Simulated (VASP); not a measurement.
# Al2P3 (P4/mmm) in VASP: notebook, part 2 of 2

VASP 6.6.1. The steps go on from the part before.

### 3 Single point, PBE

This run uses another cell than the first one, of 20.54 Å³/atom, 1.130 times its volume.

INCAR reads:

```
SYSTEM = Al2P3
PREC = Accurate
ENCUT = 520
EDIFF = 1E-7
ISMEAR = 0
SIGMA = 0.1
LREAL = .FALSE.
LASPH = .TRUE.
NELM = 60
ALGO = Normal
ISIF = 2
LWAVE = .FALSE.
LCHARG = .FALSE.
GGA = PE
NBANDS = 18
```

KPOINTS reads:

```
regular mesh
0
G
  4 4 4
  0 0 0
```

POSCAR reads:

```
Al2P3
1.0
    4.6390668289      0.0000000000      0.0000000000
    0.0000000000      4.6390668289      0.0000000000
    0.0000000000      0.0000000000      4.7726316958
Al P
2 3
Direct
    0.5000000000      0.0000000000      0.0000000000
    0.0000000000      0.5000000000      0.0000000000
    0.5000000000      0.0000000000      0.5000000000
    0.0000000000      0.5000000000      0.5000000000
    0.0000000000      0.0000000000      0.0000000000
```

Potentials or basis: VASP PAW PBE potentials, release 64 (Al, P).

Started as:

```
> cat potpaw_PBE.64/Al/POTCAR potpaw_PBE.64/P/POTCAR > POTCAR
> mpirun -np 1 vasp_std > vasp.out
```

OUTCAR:

```text
SYSTEM = Al2P3
   PREC = Accurate
   ENCUT = 520
   EDIFF = 1E-7
   ISMEAR = 0
   LREAL = .FALSE.
   LASPH = .TRUE.
   NELM = 60
   ISIF = 2
   GGA = PE

 ion  position               nearest neighbor table
   1  0.500  0.000  0.000-   5 2.32   5 2.32   3 2.39   3 2.39   2 3.28   2 3.28   2 3.28   2 3.28

   2  0.000  0.500  0.000-   5 2.32   5 2.32   4 2.39   4 2.39   1 3.28   1 3.28   1 3.28   1 3.28

   3  0.500  0.000  0.500-   1 2.39   1 2.39
   4  0.000  0.500  0.500-   2 2.39   2 2.39
[... 576 lines left out ...]
  -------------------------------------------------------------------------------------
  Total        0.1029267      0.1029267      0.0786107      0.0000000      0.0000000      0.0000000
  in kB        1.6055345      1.6055345      1.2262333      0.0000000      0.0000000      0.0000000
  external PRESSURE =       1.4791008 kB  Pullay stress =       0.0000000 kB

 VOLUME and BASIS-vectors are now :
 -----------------------------------------------------------------------------
  energy-cutoff  :      520.00
  volume of cell :      102.71
      direct lattice vectors                 reciprocal lattice vectors
     4.639066829  0.000000000  0.000000000     0.215560594  0.000000000  0.000000000
     0.000000000  4.639066829  0.000000000     0.000000000  0.215560594  0.000000000
     0.000000000  0.000000000  4.772631696     0.000000000  0.000000000  0.209528005

 POSITION                                       TOTAL-FORCE (eV/Angst)
 -----------------------------------------------------------------------------------
      2.31953      0.00000      0.00000         0.000000      0.000000      0.000000
      0.00000      2.31953      0.00000         0.000000      0.000000      0.000000
      2.31953      0.00000      2.38632         0.000000      0.000000      0.000000
      0.00000      2.31953      2.38632         0.000000      0.000000      0.000000
      0.00000      0.00000      0.00000         0.000000      0.000000      0.000000
 -----------------------------------------------------------------------------------
    total drift:                               -0.000000     -0.000000      0.000000

  FREE ENERGIE OF THE ION-ELECTRON SYSTEM (eV)
  ---------------------------------------------------
  free  energy   TOTEN  =       -20.7643096030 eV

  energy  without entropy=      -20.7520920934  energy(sigma->0) =      -20.75820085
```

stdout:

```text
POSCAR found type information on POSCAR AlP
 POSCAR found :  2 types and       5 ions
 scaLAPACK will be used
 LDA part: xc-table for (Slater+PW92), standard interpolation
 POSCAR, INCAR and KPOINTS ok, starting setup
 FFT: planning ... GRIDC
 FFT: planning ... GRID_SOFT
 FFT: planning ... GRID
 WAVECAR not read
 entering main loop
```

Run time: 12 s. Hardware: 1 thread of Intel Xeon 6975P-C (Granite Rapids), shared host; peak memory 0.2 GiB.

What came out:

| Property | Result |
| --- | --- |
| Free energy | -20.7643 eV |
| Pressure | 0.1 GPa |

### 4 Relaxation of cell and atoms, PBE

INCAR reads:

```
PREC = Accurate
ENCUT = 600
EDIFF = 1E-6
ISMEAR = 0
SIGMA = 0.1
LREAL = F
LASPH = T
NELM = 80
ALGO = Normal
ISIF = 3
LWAVE = F
LCHARG = F
GGA = PE
IBRION = 2
NSW = 90
EDIFFG = -0.04
```

KPOINTS reads:

```
Automatic mesh
0
Gamma
  4 4 4
```

Changes to POSCAR since step 3:

```diff
@@ -2,5 +2,5 @@
 1.0
-    4.6390668289      0.0000000000      0.0000000000
-    0.0000000000      4.6390668289      0.0000000000
-    0.0000000000      0.0000000000      4.7726316958
+    4.3350643300      0.0000000000      0.0000000000
+    0.0000000000      4.3350643300      0.0000000000
+    0.0000000000      0.0000000000      4.8355210700
 Al P
```

Started as:

```
> cat potpaw_PBE.64/Al/POTCAR potpaw_PBE.64/P/POTCAR > POTCAR
> mpirun -np 1 vasp_std > vasp.out
```

Wall time 62 s (1 thread of Intel Xeon 6975P-C (Granite Rapids), shared host); peak memory 0.22 GiB.

It converged, with:

| Quantity | Value |
| --- | --- |
| Free energy | -20.7638 eV |
| Relaxed volume | 20.61 Å³/atom |
| Relaxed cell | a = 4.646 Å, b = 4.646 Å, c = 4.773 Å, α = 90.00°, β = 90.00°, γ = 90.00° |
| Space group after relaxing (to 0.05 Å) | P4/mmm (No. 123) |
| Energy gained by relaxing | 89.0 meV/atom |
| Ionic steps | 8 |
| Pressure after relaxing | 0.0 GPa |

Step by step:
```
step  energy change (eV)  largest force (eV/Å)  pressure (GPa)  volume (Å³)
   1              0.0000                0.0000            9.77        90.87
   2             -0.3808                0.0000           -2.36       106.18
   3             -0.3942                0.0000           -0.82       103.41
   4             -0.4395                0.0000           -0.04       102.78
   5             -0.4441                0.0000            0.20       102.55
   6             -0.4445                0.0000            0.28       102.48
   7             -0.4445                0.0000            0.30       102.46
   8             -0.4450                0.0000           -0.02       103.03
```

Final structure:
```
Al P
1.0
     4.64608    0.00000    0.00000
     0.00000    4.64608    0.00000
     0.00000    0.00000    4.77285
Al P
2 3
Cartesian
  2.3230 0.0000 0.0000
  0.0000 2.3230 4.7729
  2.3230 0.0000 2.3864
  0.0000 2.3230 2.3864
  4.6461 0.0000 0.0000
```

Levels at points of the mesh, in eV from the Fermi level:
| k point | band 7 | band 8 | band 9 | band 10 | band 11 | band 12 | band 13 | band 14 |
| --- | --- | --- | --- | --- | --- | --- | --- | --- |
| (0.00, 0.00, 0.00) | -2.60 | -1.67 | -1.13 | -1.13 | -0.02 | 0.87 | 1.09 | 1.09 |
| (0.50, 0.00, 0.00) | -3.76 | -1.78 | -1.73 | -1.58 | -0.10 | 0.18 | 0.70 | 2.38 |
| (0.50, 0.50, 0.00) | -3.62 | -3.62 | -2.65 | -2.18 | 0.52 | 1.23 | 1.81 | 3.58 |
| (0.00, 0.00, 0.50) | -4.25 | -2.56 | -2.56 | -1.25 | 1.18 | 1.18 | 1.66 | 3.38 |
| (0.50, 0.00, 0.50) | -2.87 | -1.41 | -1.09 | -0.99 | -0.46 | 0.73 | 1.20 | 1.27 |
| (0.50, 0.50, 0.50) | -3.41 | -2.29 | -0.32 | -0.32 | 1.53 | 1.82 | 2.02 | 3.75 |

Caveat: the k points lie up to 0.34 Å⁻¹ apart in the final cell.

### 5 Overview

```csv
task,cell,cutoff (eV),gap on the mesh (eV),pressure (GPa)
single point,"a = 4.335, b = 4.335, c = 4.836 Å, 5 atoms",520,none,9.8
single point,"a = 4.639, b = 4.639, c = 4.773 Å, 5 atoms",520,none,0.1
relaxation of cell and atoms,"relaxed from a = 4.335, b = 4.335, c = 4.836 Å, 5 atoms",600,none,0.0
```

Alike in all rows: level PBE; potentials or basis VASP PAW PBE potentials, release 64 (Al, P); no spin polarisation; k mesh 4 × 4 × 4; smearing gaussian 0.1 eV.

Caveats: some runs use coarse meshes.

Absolute energies hang on the potentials; compare differences alone.
